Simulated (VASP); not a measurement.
A run of VASP 6.6.1:

INCAR

```
PREC = Accurate ; ENCUT = 520
EDIFF = 1E-7 ; ISMEAR = 0
SIGMA = 0.15 ; LREAL = False
LASPH = True ; NELM = 100
ALGO = Fast ; ISIF = 2
LWAVE = False ; LCHARG = False
GGA = PE ; NBANDS = 18
```

The input KPOINTS:

```
Automatic mesh
0
Gamma
  18 18 10
```

Contents of POSCAR:

```
Ag
1.0
    2.9299980804      0.0000000000      0.0000000000
   -1.4649990402      2.5374527707      0.0000000000
    0.0000000000      0.0000000000      4.7900000000
Ag
2
Direct
    0.2900585885      0.7848954682      0.2500000000
    0.6666666667      0.3333333333      0.7500000000
```

Potentials or basis: VASP PAW PBE potentials, release 64 (Ag).

Run with:

```bash
$ cat potpaw_PBE.64/Ag/POTCAR > POTCAR
$ mpirun -np 1 vasp_std > vasp.out
```

Hardware: 1 thread of Oxide Virtual Turin-like Processor (shared host).

Problem. How long does it take, and how much memory?

Solution. Run time: 9.4 min on 1 thread of Oxide Virtual Turin-like Processor, on a shared host, peak memory 0.55 GiB. Counts: scf iterations 12, k points 984.
